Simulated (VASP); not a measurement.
# CdGaC2N2 (P6/mmm) in VASP: single point with PBE

Aim: the single point of CdGaC2N2 with PBE.

Program: VASP 6.6.1. These are calculated values, not measurements. Logs are shortened: lines on timing, memory, paths and dates and some standing lists are left out, and cuts for length are marked.

### 1 The cell of the first run

It takes space group P6/mmm (No. 191, hexagonal). The conventional cell has a = 3.187 Å, b = 3.187 Å, c = 10.979 Å, α = 90.00°, β = 90.00°, γ = 120.00°. Within 3.2 Å of Cd (site symmetry 6/mmm) lie 2 N at 2.39 Å and 6 Cd at 3.19 Å. Ga (site symmetry 6/mmm) has 2 C at 1.93 Å within 2.6 Å. C (site symmetry 6mm) has 1 N at 1.17 Å within 1.6 Å. Within 1.6 Å of N (site symmetry 6mm) lie 1 C at 1.17 Å.

### 2 Single point, PBE, collinear spin, ferromagnetic start

File INCAR:

```
SYSTEM = CdGaC2N2
ALGO     = Normal         ! electronic algorithm
EDIFF    = 1E-7           ! SCF threshold, eV
ENCUT    = 520            ! plane-wave cutoff, eV
GGA      = PE             ! functional
ISIF     = 2              ! what is computed and relaxed
ISMEAR   = 0              ! smearing method
ISPIN    = 2              ! spin polarisation
LASPH    = .True.         ! aspherical terms in the spheres
LCHARG   = .False.        ! write CHGCAR
LORBIT   = 11             ! projections on sites
LREAL    = .False.        ! projectors in reciprocal space
LWAVE    = .False.        ! write WAVECAR
MAGMOM   = 0 0 1 1 1 1    ! initial moments
NBANDS   = 34             ! bands
NELM     = 150            ! most SCF steps
PREC     = Accurate       ! precision mode
SIGMA    = 0.1            ! smearing width, eV
```

File KPOINTS:

```
k-points
0
Gamma
  6 6 2
  0 0 0
```

File POSCAR:

```
CdGaC2N2
1.0
    3.1868425817      0.0000000000      0.0000000000
   -1.5934212909      2.7598866337      0.0000000000
    0.0000000000      0.0000000000     10.9792478462
Cd Ga C N
1 1 2 2
Direct
    0.0000000000      0.0000000000      0.5000000000
    0.0000000000      0.0000000000      0.0000000000
    0.0000000000      0.0000000000      0.8241735920
    0.0000000000      0.0000000000      0.1758264080
    0.0000000000      0.0000000000      0.7179045238
    0.0000000000      0.0000000000      0.2820954762
```

Potentials or basis: VASP PAW PBE potentials, release 64 (Cd, Ga_d, C, N).

On the command line:

```bash
cat potpaw_PBE.64/Cd/POTCAR potpaw_PBE.64/Ga_d/POTCAR potpaw_PBE.64/C/POTCAR potpaw_PBE.64/N/POTCAR > POTCAR
mpirun -np 1 vasp_std > vasp.out
```

OUTCAR:

```text
SYSTEM = CdGaC2N2
   EDIFF = 1E-7
   ENCUT = 520
   GGA = PE
   ISIF = 2
   ISMEAR = 0
   ISPIN = 2
   LASPH = .True.
   LORBIT = 11
   LREAL = .False.
   NELM = 150
   PREC = Accurate

 ion  position               nearest neighbor table
   1  0.000  0.000  0.500-   5 2.39   6 2.39
   2  0.000  0.000  0.000-   3 1.93   4 1.93
   3  0.000  0.000  0.824-   5 1.17   2 1.93
   4  0.000  0.000  0.176-   6 1.17   2 1.93
   5  0.000  0.000  0.718-   3 1.17   1 2.39
   6  0.000  0.000  0.282-   4 1.17   1 2.39

  LATTYP: Found a hexagonal cell.
 ALAT       =     3.1868425817
 C/A-ratio  =     3.4451804771

  Lattice vectors:

 A1 = (   3.1868425817,   0.0000000000,   0.0000000000)
 A2 = (  -1.5934212909,   2.7598866337,   0.0000000000)
 A3 = (   0.0000000000,   0.0000000000,  10.9792478462)

Analysis of symmetry for initial positions (statically):
=====================================================================
 Subroutine PRICEL returns:
 Original cell was already a primitive cell.

 Routine SETGRP: Setting up the symmetry group for a
 hexagonal supercell.

 Subroutine GETGRP returns: Found 24 space group operations
 (whereof 24 operations were pure point group operations)
 out of a pool of 24 trial point group operations.

The static configuration has the point symmetry D_6h.

Analysis of symmetry for dynamics (positions and initial velocities):
=====================================================================
 Subroutine PRICEL returns:
 Original cell was already a primitive cell.

 Routine SETGRP: Setting up the symmetry group for a
 hexagonal supercell.

 Subroutine GETGRP returns: Found 24 space group operations
 (whereof 24 operations were pure point group operations)
 out of a pool of 24 trial point group operations.

The dynamic configuration has the point symmetry D_6h.

Analysis of structural, dynamic, and magnetic symmetry:
=====================================================================
 Subroutine PRICEL returns:
 Original cell was already a primitive cell.

 Routine SETGRP: Setting up the symmetry group for a
 hexagonal supercell.

 Subroutine GETGRP returns: Found 24 space group operations
 (whereof 24 operations were pure point group operations)
 out of a pool of 24 trial point group operations.

The overall configuration has the point symmetry D_6h.

 Subroutine INISYM returns: Found 24 space group operations
 (whereof 24 operations are pure point group operations),
 and found     1 'primitive' translations

----------------------------------------------------------------------------------------

                                     Primitive cell

  volume of cell :      96.5660

  direct lattice vectors                    reciprocal lattice vectors
     3.186842582  0.000000000  0.000000000     0.313790209  0.181166862  0.000000000
    -1.593421291  2.759886634  0.000000000     0.000000000  0.362333723  0.000000000
     0.000000000  0.000000000 10.979247846     0.000000000  0.000000000  0.091080920

  length of vectors
     3.186842582  3.186842582 10.979247846     0.362333723  0.362333723  0.091080920

  position of ions in fractional coordinates (direct lattice)
     0.000000000  0.000000000  0.500000000
     0.000000000  0.000000000  0.000000000
     0.000000000  0.000000000  0.824173592
     0.000000000  0.000000000  0.175826408
     0.000000000  0.000000000  0.717904524
     0.000000000  0.000000000  0.282095476

  ion indices of the primitive-cell ions
   primitive index   ion index
                 1           1
                 2           2
                 3           3
                 4           4
                 5           5
                 6           6

----------------------------------------------------------------------------------------

 KPOINTS: k-points

Automatic generation of k-mesh.
 Grid dimensions read from file:
 generate k-points for:    6    6    2

 Generating k-lattice:

[... 27 lines left out ...]
  0.333333  0.000000  0.500000      6.000000
  0.500000  0.000000  0.500000      3.000000
  0.166667  0.166667  0.500000      6.000000
  0.333333  0.166667  0.500000     12.000000
  0.333333  0.333333  0.500000      2.000000
   k-points           NKPTS =     14   k-points in BZ     NKDIM =     14   number of bands    NBANDS=     34
   number of dos      NEDOS =    301   number of ions     NIONS =      6
   total plane-waves  NPLWV =  48384
   dimension x,y,z NGX =    24 NGY =   24 NGZ =   84
   dimension x,y,z NGXF=    48 NGYF=   48 NGZF=  168
   ions per type =               1   1   2   2
   NGX,Y,Z   is equivalent  to a cutoff of  12.52, 12.52, 12.72 a.u.
   NGXF,Y,Z  is equivalent  to a cutoff of  25.04, 25.04, 25.44 a.u.
 SYSTEM =  CdGaC2N2
   PREC   = accura    normal or accurate (medium, high low for compatibility)
   ISTART =      0    job   : 0-new  1-cont  2-samecut
   ICHARG =      2    charge: 1-file 2-atom 10-const
   ISPIN  =      2    spin polarized calculation?
   LNONCOLLINEAR =      F non collinear calculations
   LSORBIT =      F    spin-orbit coupling
   LASPH  =      T    aspherical Exc in radial PAW
   ENCUT  =  520.0 eV  38.22 Ry    6.18 a.u.   5.93  5.93 20.41*2*pi/ulx,y,z
   NELM   =    150;   NELMIN=  2; NELMDL= -5     # of ELM steps
   EDIFF  = 0.1E-06   stopping-criterion for ELM
   LREAL  =      F    real-space projection
   EDIFFG = 0.1E-05   stopping-criterion for IOM
   NSW    =      0    number of steps for IOM
   IBRION =     -1    ionic relax: 0-MD 1-quasi-New 2-CG
   NFREE  =      0    steps in history (QN), initial steepest desc. (CG)
   ISIF   =      2    stress and relaxation
   ISYM   =      2    0-nonsym 1-usesym 2-fastsym
   POTIM  = 0.5000    time-step for ionic-motion
   TEBEG  =    0.0;   TEEND  =   0.0 temperature during run
   PSTRESS=    0.0 pullay stress
   NELECT =      43.0000    total number of electrons
   NUPDOWN=      -1.0000    fix difference up-down
   EMIN   =  10.00;   EMAX   =-10.00  energy-range for DOS
   EFERMI =   0.00;   METHOD = LEGACY
   ISMEAR =     0;   SIGMA  =   0.10  broadening in eV -4-tet -1-fermi 0-gaus
   EFERMI_NEDOS =   21; number of points for ismear=-14 and -15
   IALGO  =     38    algorithm
   IMIX   =      4    mixing-type and parameters
     AMIX     =   0.40;   BMIX     =  1.00
     AMIX_MAG =   1.60;   BMIX_MAG =  1.00
  volume/ion in A,a.u.               =      16.09       108.61
  Fermi-wavevector in a.u.,A,eV,Ry     =   1.250133  2.362409 21.263622  1.562832
  Thomas-Fermi vector in A             =   2.384141
   LORBIT       =     11    0 simple, 1 ext, 2 COOP (PROOUT), +10 PAW based schemes
   GGA     = PE    functional components
   LHFCALC =     F    Hartree Fock is set to
   AEXX    =    0.0000 exact exchange contribution
   IVDW    =     0    specifies the selected vdW correction
   LEPSILON=     F    determine dielectric tensor
   LRPA    =     F    only Hartree local field effects (RPA)
 spin polarized calculation
 Gauss-broadening in eV      SIGMA  =   0.10
  energy-cutoff  :      520.00
  volume of cell :       96.57
 maximum number of plane-waves:      2622
 NGX is ok and might be reduce to    24
   NGX = 11   NGY = 11   NGZ = 41

 number of electron      42.9999989 magnetization       0.1915998

 Free energy of the ion-electron system (eV)
  ---------------------------------------------------
  ext. energy  EPLUGINS =         0.00000000
  ---------------------------------------------------
  free energy    TOTEN  =       -34.74901536 eV

  energy without entropy =      -34.73462693  energy(sigma->0) =      -34.74182114

 E-fermi :   1.6673     XC(G=0):  -9.5445

 val. band max:        1.6480448037   @ k =   0.1667  -0.0000   0.5000
 cond. band min:       1.6908392745   @ k =   0.1667   0.1667   0.0000
 fundamental gap:      0.0427944709
 Fermi energy:         1.6673016769

 spin component 1

 k-point     1 :       0.0000    0.0000    0.0000
  band No.  band energies     occupation
      1     -16.5406      1.00000
      2     -16.5031      1.00000
      3     -13.6096      1.00000
      4     -13.3564      1.00000
      5     -13.3564      1.00000
      6     -13.2320      1.00000
[... 493 lines left out ...]
     32      12.3174      0.00000
     33      12.8019      0.00000
 Fermi energy:         1.6673016769

 spin component 2

 k-point     1 :       0.0000    0.0000    0.0000
  band No.  band energies     occupation
      1     -16.5328      1.00000
      2     -16.4955      1.00000
      3     -13.6066      1.00000
      4     -13.3549      1.00000
      5     -13.3549      1.00000
      6     -13.2311      1.00000
[... 493 lines left out ...]
     32      12.4318      0.00000
     33      12.8698      0.00000
 [bands above 33 left out]

------------------------ aborting loop because EDIFF is reached ----------------------------------------

  FORCE on cell =-STRESS in cart. coord.  units (eV):
  Direction    XX          YY          ZZ          XY          YZ          ZX
  --------------------------------------------------------------------------------------
  -------------------------------------------------------------------------------------
  Total       -0.0085736     -0.0085736      0.8783708      0.0000000      0.0000000      0.0000000
  in kB       -0.1422490     -0.1422490     14.5735047      0.0000000      0.0000000      0.0000000
  external PRESSURE =       4.7630022 kB  Pullay stress =       0.0000000 kB

 VOLUME and BASIS-vectors are now :
 -----------------------------------------------------------------------------
  energy-cutoff  :      520.00
  volume of cell :       96.57
      direct lattice vectors                 reciprocal lattice vectors
     3.186842582  0.000000000  0.000000000     0.313790209  0.181166862  0.000000000
    -1.593421291  2.759886634  0.000000000     0.000000000  0.362333723  0.000000000
     0.000000000  0.000000000 10.979247846     0.000000000  0.000000000  0.091080920

 POSITION                                       TOTAL-FORCE (eV/Angst)
 -----------------------------------------------------------------------------------
      0.00000      0.00000      5.48962        -0.000000     -0.000000     -0.000000
      0.00000      0.00000      0.00000        -0.000000     -0.000000     -0.000000
      0.00000      0.00000      9.04881         0.000000      0.000000      0.455823
      0.00000      0.00000      1.93044         0.000000     -0.000000     -0.455823
      0.00000      0.00000      7.88205        -0.000000      0.000000     -0.364500
      0.00000      0.00000      3.09720         0.000000      0.000000      0.364500
 -----------------------------------------------------------------------------------
    total drift:                                0.000000      0.000000      0.000000

  FREE ENERGIE OF THE ION-ELECTRON SYSTEM (eV)
  ---------------------------------------------------
  free  energy   TOTEN  =       -34.7490153559 eV

  energy  without entropy=      -34.7346269304  energy(sigma->0) =      -34.74182114

 total charge

# of ion       s       p       d       tot
------------------------------------------
    1        0.461   0.211   9.540  10.213
    2        0.794   0.843  10.017  11.654
    3        0.946   1.671   0.000   2.616
    4        0.946   1.671   0.000   2.616
    5        1.320   2.526   0.000   3.847
    6        1.320   2.526   0.000   3.847
--------------------------------------------------
tot          5.788   9.448  19.558  34.793

 magnetization (x)

# of ion       s       p       d       tot
------------------------------------------
    1        0.013   0.034   0.002   0.049
    2        0.000   0.000   0.002   0.003
    3        0.001   0.006   0.000   0.008
    4        0.001   0.006   0.000   0.008
    5        0.002   0.003   0.000   0.005
    6        0.002   0.003   0.000   0.005
--------------------------------------------------
tot          0.020   0.052   0.004   0.076
```

It took 1.8 min on 1 thread of Intel Xeon Platinum 8375C at 2.90GHz (Ice Lake), shared host; peak memory 0.29 GiB.

What came out:

| Quantity | Value |
| --- | --- |
| Free energy | -34.7490 eV |
| Pressure | 0.5 GPa |
| Largest force | 0.456 eV/Å |
| Net moment | 0.19 μB per cell |
| Site moments | Cd +0.05; Ga +0.00; C +0.01; N +0.01 μB |
| Valence electrons inside the program's atomic spheres | Cd 10.21; Ga 11.65; C 2.62; N 3.85 |

Forces in eV/Å, atoms in the order of the input:
```
Cd   0.000  0.000  0.000
Ga   0.000  0.000  0.000
C    0.000  0.000  0.456
C    0.000  0.000 -0.456
N    0.000  0.000 -0.364
N    0.000  0.000  0.364
```

Caveat: the k points lie up to 0.38 Å⁻¹ apart.
